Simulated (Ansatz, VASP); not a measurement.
**Se in VASP and in Ansatz**

```
Se
1.0
     4.52572    0.00000    0.00000
    -2.26286    3.91938    0.00000
     0.00000    0.00000    5.04365
Se
3
Direct
  0.21860 0.00000 0.33333
  0.00000 0.21860 0.66667
  0.78140 0.78140 0.00000
```

Alike in both runs: functional PBE; k mesh 6 × 6 × 6; occupations gaussian, width 0.02 eV; no spin polarisation.

Ansatz relaxed the structure, and its values are those at the end. VASP's run is a single point on that final structure, the one shown.

```csv
,VASP,Ansatz
version,VASP 6.6.1,Ansatz 0.2.0
potentials or method,"VASP PAW PBE potentials, release 64 (Se), cutoff 520 eV","scalar-relativistic, plane waves, PAW"
valence electrons in the cell,18,48
```

|  | VASP | Ansatz | Ansatz less VASP |
| --- | --- | --- | --- |
| gap on the k mesh at the Fermi level (eV) | 1.02 | 1.03 | +0.011 |
| least direct gap on the mesh (eV) | 1.24 | 1.25 | +0.010 |
| pressure (GPa) | 0.1 | 0.0 | -0.10 |
| rms of the force components (eV/Å) | 0.016 | 0.000 | -0.0158 |

With one functional, cell and mesh, what is left measures potentials, basis and numerics. VASP's potentials hold 18 valence electrons a cell and Ansatz's 48, so a difference there can come from the potentials and not from the codes.
